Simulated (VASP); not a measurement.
# SnO2 (I4/m) in VASP: single point with PBE

Aim: the single point of SnO2 with PBE.

All numbers are computed with VASP 6.6.1; they aren't measurements. Logs are shortened: lines on timing, memory, paths and dates and some standing lists are left out, and cuts for length are marked.

### Step 1. The cell of the first run

It takes space group I4/m (No. 87, tetragonal). Conventional cell: a = 10.655 Å, b = 10.655 Å, c = 3.190 Å, α = 90.00°, β = 90.00°, γ = 90.00°. Sn (site symmetry m) has 6 O at 2.04 to 2.11 Å within 2.7 Å. O (site symmetry m) has 3 Sn at 2.04 to 2.08 Å and 1 O at 2.66 Å within 2.7 Å. Within 2.7 Å of O (site symmetry m) lie 3 Sn at 2.07 to 2.11 Å and 3 O at 2.66 to 2.69 Å.

### Step 2. Single point, PBE

File INCAR:

```
ALGO = Normal
EDIFF = 1E-6
ENCUT = 600
GGA = PE
GGA_COMPAT = False
ISIF = 2
ISMEAR = -1
KPAR = 4
LASPH = True
LCHARG = False
LREAL = False
LWAVE = False
NBANDS = 64
NELM = 120
PREC = Accurate
SIGMA = 0.02
```

File KPOINTS:

```
k-points
0
Gamma
  8 8 8
```

File POSCAR:

```
SnO2
1.0
   -5.3276731554      5.3276731554      1.5949247723
    5.3276731554     -5.3276731554      1.5949247723
    5.3276731554      5.3276731554     -1.5949247723
Sn O
4 8
Direct
    0.3495363709      0.1660945435      0.5156309144
    0.8339054565      0.3495363709      0.1834418274
    0.1660945435      0.6504636291      0.8165581726
    0.6504636291      0.8339054565      0.4843690856
    0.1598796197      0.4587957379      0.6186753576
    0.5412042621      0.1598796197      0.7010838818
    0.4587957379      0.8401203803      0.2989161182
    0.8401203803      0.5412042621      0.3813246424
    0.8433318186      0.7903756060      0.6337074246
    0.2096243940      0.8433318186      0.0529562125
    0.1566681814      0.2096243940      0.3662925754
    0.7903756060      0.1566681814      0.9470437875
```

Potentials or basis: VASP PAW PBE potentials, release 64 (Sn_d, O).

The run is started by

```bash
> cat potpaw_PBE.64/Sn_d/POTCAR potpaw_PBE.64/O/POTCAR > POTCAR
> mpirun -np 4 vasp_std > vasp.out
```

OUTCAR:

```text
EDIFF = 1E-6
   ENCUT = 600
   GGA = PE
   ISIF = 2
   ISMEAR = -1
   LASPH = True
   LREAL = False
   NELM = 120
   PREC = Accurate

 ion  position               nearest neighbor table
   1  0.350  0.166  0.516-   6 2.04   9 2.07   9 2.07   8 2.08   8 2.08  11 2.11   4 3.20   4 3.20
                             2 3.73   3 3.73   2 3.73   3 3.73
   2  0.834  0.350  0.183-   8 2.04  10 2.07  10 2.07   7 2.08   7 2.08  12 2.11   3 3.20   3 3.20
                             1 3.73   4 3.73   1 3.73   4 3.73
   3  0.166  0.650  0.817-   5 2.04  12 2.07  12 2.07   6 2.08   6 2.08  10 2.11   2 3.20   2 3.20
                             4 3.73   1 3.73   4 3.73   1 3.73
   4  0.650  0.834  0.484-   7 2.04  11 2.07  11 2.07   5 2.08   5 2.08   9 2.11   1 3.20   1 3.20
                             3 3.73   2 3.73   3 3.73   2 3.73
   5  0.160  0.459  0.619-   3 2.04   4 2.08   4 2.08
   6  0.541  0.160  0.701-   1 2.04   3 2.08   3 2.08
   7  0.459  0.840  0.299-   4 2.04   2 2.08   2 2.08
   8  0.840  0.541  0.381-   2 2.04   1 2.08   1 2.08
   9  0.843  0.790  0.634-   1 2.07   1 2.07   4 2.11
  10  0.210  0.843  0.053-   2 2.07   2 2.07   3 2.11
  11  0.157  0.210  0.366-   4 2.07   4 2.07   1 2.11
  12  0.790  0.157  0.947-   3 2.07   3 2.07   2 2.11

  LATTYP: Found a body centered tetragonal cell.
 ALAT       =    10.6553463108
 C/A-ratio  =     0.2993661071

  Lattice vectors:

 A1 = (  -5.3276731554,   5.3276731554,   1.5949247723)
 A2 = (   5.3276731554,  -5.3276731554,   1.5949247723)
 A3 = (   5.3276731554,   5.3276731554,  -1.5949247723)

Analysis of symmetry for initial positions (statically):
=====================================================================
 Subroutine PRICEL returns:
 Original cell was already a primitive cell.

 Routine SETGRP: Setting up the symmetry group for a
 body centered tetragonal supercell.

 Subroutine GETGRP returns: Found  8 space group operations
 (whereof  8 operations were pure point group operations)
 out of a pool of 16 trial point group operations.

The static configuration has the point symmetry C_4h.

Analysis of symmetry for dynamics (positions and initial velocities):
=====================================================================
 Subroutine PRICEL returns:
 Original cell was already a primitive cell.

 Routine SETGRP: Setting up the symmetry group for a
 body centered tetragonal supercell.

 Subroutine GETGRP returns: Found  8 space group operations
 (whereof  8 operations were pure point group operations)
 out of a pool of 16 trial point group operations.

The dynamic configuration has the point symmetry C_4h.

 Subroutine INISYM returns: Found  8 space group operations
 (whereof  8 operations are pure point group operations),
 and found     1 'primitive' translations

----------------------------------------------------------------------------------------

                                     Primitive cell

  volume of cell :     181.0820

  direct lattice vectors                    reciprocal lattice vectors
    -5.327673155  5.327673155  1.594924772     0.000000000  0.093849601  0.313494410
     5.327673155 -5.327673155  1.594924772     0.093849601  0.000000000  0.313494410
     5.327673155  5.327673155 -1.594924772     0.093849601  0.093849601  0.000000000

  length of vectors
     7.701427629  7.701427629  7.701427629     0.327240726  0.327240726  0.132723379

  position of ions in fractional coordinates (direct lattice)
     0.349536371  0.166094544  0.515630914
     0.833905456  0.349536371  0.183441827
     0.166094544  0.650463629  0.816558173
     0.650463629  0.833905456  0.484369086
     0.159879620  0.458795738  0.618675358
     0.541204262  0.159879620  0.701083882
     0.458795738  0.840120380  0.298916118
     0.840120380  0.541204262  0.381324642
     0.843331819  0.790375606  0.633707425
     0.209624394  0.843331819  0.052956212
     0.156668181  0.209624394  0.366292575
     0.790375606  0.156668181  0.947043788

  ion indices of the primitive-cell ions
   primitive index   ion index
                 1           1
                 2           2
                 3           3
                 4           4
                 5           5
                 6           6
                 7           7
                 8           8
                 9           9
                10          10
                11          11
                12          12

----------------------------------------------------------------------------------------

 KPOINTS: k-points

Automatic generation of k-mesh.
 Grid dimensions read from file:
 generate k-points for:    8    8    8

 Generating k-lattice:

  Cartesian coordinates                     Fractional coordinates (reciprocal lattice)
     0.000000000  0.011731200  0.039186801     0.125000000  0.000000000 -0.000000000
     0.011731200  0.000000000  0.039186801     0.000000000  0.125000000 -0.000000000
     0.011731200  0.011731200  0.000000000     0.000000000  0.000000000  0.125000000

  Length of vectors
     0.040905091  0.040905091  0.016590422

  Shift w.r.t. Gamma in fractional coordinates (k-lattice)
     0.000000000  0.000000000  0.000000000

 Subroutine IBZKPT returns following result:
 ===========================================

 Found     78 irreducible k-points:

 Following reciprocal coordinates:
            Coordinates               Weight
  0.000000  0.000000  0.000000      1.000000
  0.125000  0.000000 -0.000000      8.000000
  0.250000  0.000000 -0.000000      8.000000
  0.375000 -0.000000  0.000000      8.000000
  0.500000  0.000000 -0.000000      4.000000
  0.125000  0.125000  0.000000      8.000000
[... 16 lines left out ...]
 -0.375000  0.250000 -0.000000      8.000000
 -0.250000  0.375000  0.000000      8.000000
 [... further k-points ...]
   k-points           NKPTS =     78   k-points in BZ     NKDIM =     78   number of bands    NBANDS=     64
   number of dos      NEDOS =    301   number of ions     NIONS =     12
   total plane-waves  NPLWV = 262144
   dimension x,y,z NGX =    64 NGY =   64 NGZ =   64
   dimension x,y,z NGXF=   128 NGYF=  128 NGZF=  128
   ions per type =               4   8
   NGX,Y,Z   is equivalent  to a cutoff of  13.82, 13.82, 13.82 a.u.
   NGXF,Y,Z  is equivalent  to a cutoff of  27.63, 27.63, 27.63 a.u.
 SYSTEM =  unknown system
   PREC   = accura    normal or accurate (medium, high low for compatibility)
   ISTART =      0    job   : 0-new  1-cont  2-samecut
   ICHARG =      2    charge: 1-file 2-atom 10-const
   ISPIN  =      1    spin polarized calculation?
   LNONCOLLINEAR =      F non collinear calculations
   LSORBIT =      F    spin-orbit coupling
   LASPH  =      T    aspherical Exc in radial PAW
   ENCUT  =  600.0 eV  44.10 Ry    6.64 a.u.  15.38 15.38 15.38*2*pi/ulx,y,z
   NELM   =    120;   NELMIN=  2; NELMDL= -5     # of ELM steps
   EDIFF  = 0.1E-05   stopping-criterion for ELM
   LREAL  =      F    real-space projection
   EDIFFG = 0.1E-04   stopping-criterion for IOM
   NSW    =      0    number of steps for IOM
   IBRION =     -1    ionic relax: 0-MD 1-quasi-New 2-CG
   NFREE  =      0    steps in history (QN), initial steepest desc. (CG)
   ISIF   =      2    stress and relaxation
   ISYM   =      2    0-nonsym 1-usesym 2-fastsym
   POTIM  = 0.5000    time-step for ionic-motion
   TEBEG  =    0.0;   TEEND  =   0.0 temperature during run
   PSTRESS=    0.0 pullay stress
   NELECT =     104.0000    total number of electrons
   NUPDOWN=      -1.0000    fix difference up-down
   EMIN   =  10.00;   EMAX   =-10.00  energy-range for DOS
   EFERMI =   0.00;   METHOD = LEGACY
   ISMEAR =    -1;   SIGMA  =   0.02  broadening in eV -4-tet -1-fermi 0-gaus
   EFERMI_NEDOS =   21; number of points for ismear=-14 and -15
   IALGO  =     38    algorithm
   IMIX   =      4    mixing-type and parameters
     AMIX     =   0.40;   BMIX     =  1.00
     AMIX_MAG =   1.60;   BMIX_MAG =  1.00
  volume/ion in A,a.u.               =      15.09       101.83
  Fermi-wavevector in a.u.,A,eV,Ry     =   1.360800  2.571538 25.194935  1.851775
  Thomas-Fermi vector in A             =   2.487431
   LORBIT       =      0    0 simple, 1 ext, 2 COOP (PROOUT), +10 PAW based schemes
   GGA     = PE    functional components
   LHFCALC =     F    Hartree Fock is set to
   AEXX    =    0.0000 exact exchange contribution
   IVDW    =     0    specifies the selected vdW correction
   LEPSILON=     F    determine dielectric tensor
   LRPA    =     F    only Hartree local field effects (RPA)
 non-spin polarized calculation
  energy-cutoff  :      600.00
  volume of cell :      181.08
 maximum number of plane-waves:      6083
 NGX is ok and might be reduce to    64
   NGX = 31   NGY = 31   NGZ = 31

 number of electron     104.0000009 magnetization

 Free energy of the ion-electron system (eV)
  ---------------------------------------------------
  ext. energy  EPLUGINS =         0.00000000
  ---------------------------------------------------
  free energy    TOTEN  =       -73.68488627 eV

  energy without entropy =      -73.68488627  energy(sigma->0) =      -73.68488627

 E-fermi :   3.3429     XC(G=0):  -9.5202

 val. band max:        2.8065339875   @ k =   0.5000   0.5000   0.5000
 cond. band min:       4.8220229261   @ k =   0.0000   0.0000   0.0000
 fundamental gap:      2.0154889386
 Fermi energy:         3.3428977467

 k-point     1 :       0.0000    0.0000    0.0000
  band No.  band energies     occupation
      1     -17.7184      2.00000
      2     -17.7184      2.00000
      3     -17.5352      2.00000
      4     -17.1006      2.00000
      5     -16.9632      2.00000
      6     -16.9090      2.00000
[... 56 lines left out ...]
     63      13.6670      0.00000
     64      13.6670      0.00000

 k-point     2 :       0.1250    0.0000   -0.0000
  band No.  band energies     occupation
      1     -17.6728      2.00000
      2     -17.6566      2.00000
      3     -17.4956      2.00000
      4     -17.0475      2.00000
      5     -17.0414      2.00000
      6     -17.0267      2.00000
[... 1530 lines left out ...]
     63      13.2843      0.00000
     64      13.5473      0.00000

 [... further k-points ...]
[... 5 lines left out ...]
  --------------------------------------------------------------------------------------
  -------------------------------------------------------------------------------------
  Total        6.6975156      6.6975156      8.5963615      0.0000000      0.0000000      0.0000000
  in kB       59.2582710     59.2582710     76.0588776      0.0000002      0.0000000      0.0000000
  external PRESSURE =      64.8584732 kB  Pullay stress =       0.0000000 kB

 VOLUME and BASIS-vectors are now :
 -----------------------------------------------------------------------------
  energy-cutoff  :      600.00
  volume of cell :      181.08
      direct lattice vectors                 reciprocal lattice vectors
    -5.327673155  5.327673155  1.594924772     0.000000000  0.093849601  0.313494410
     5.327673155 -5.327673155  1.594924772     0.093849601  0.000000000  0.313494410
     5.327673155  5.327673155 -1.594924772     0.093849601  0.093849601  0.000000000

 POSITION                                       TOTAL-FORCE (eV/Angst)
 -----------------------------------------------------------------------------------
      1.76979      3.72443      0.00000        -0.080861      0.013458      0.000000
     -1.60324      3.55788      1.59492         0.013458      0.080861      0.000000
      6.93092      1.76979      0.00000        -0.013458     -0.080861      0.000000
      3.55788      1.60324      1.59492         0.080861     -0.013458      0.000000
      4.88863      1.70357      0.00000         0.056631      0.046581      0.000000
      1.70357      5.76672      0.00000         0.046581     -0.056631      0.000000
      3.62410     -0.43905      1.59492        -0.046581      0.056631      0.000000
      0.43905      3.62410      1.59492        -0.056631     -0.046581      0.000000
      3.09405      3.65832      1.59492         0.430801      0.363103      0.000000
      3.65832     -3.09405      1.59492         0.363103     -0.430801     -0.000000
      2.23362      1.66935      0.00000        -0.430801     -0.363103     -0.000000
      1.66935      8.42173     -0.00000        -0.363103      0.430801     -0.000000
 -----------------------------------------------------------------------------------
    total drift:                                0.000000      0.000000     -0.000000

  FREE ENERGIE OF THE ION-ELECTRON SYSTEM (eV)
  ---------------------------------------------------
  free  energy   TOTEN  =       -73.6848862705 eV

  energy  without entropy=      -73.6848862705  energy(sigma->0) =      -73.68488627
```

Run time: 13 min. Hardware: 4 MPI ranks of Intel Xeon Platinum 8375C at 2.90GHz (Ice Lake), shared host; peak memory 1.1 GiB.

What came out:

| Item | Value |
| --- | --- |
| Free energy | -73.6849 eV |
| Pressure | 6.5 GPa |
| Largest force | 0.563 eV/Å |
| Band gap on the k mesh | 2.02 eV (least direct gap 2.22 eV) |

Forces on the atoms (eV/Å):
```
Sn  -0.081  0.013  0.000
Sn   0.013  0.081  0.000
Sn  -0.013 -0.081  0.000
Sn   0.081 -0.013  0.000
O    0.057  0.047  0.000
O    0.047 -0.057  0.000
O   -0.047  0.057  0.000
O   -0.057 -0.047  0.000
O    0.431  0.363  0.000
O    0.363 -0.431  0.000
O   -0.431 -0.363  0.000
O   -0.363  0.431  0.000
```

Stress tensor (GPa, compression positive):
```
5.93 0.00 0.00
0.00 5.93 0.00
0.00 0.00 7.61
```

Caveat: the cell stands under pressure; spin-orbit coupling is left out, which moves the levels of the heavy elements. A k mesh can miss the band edges.
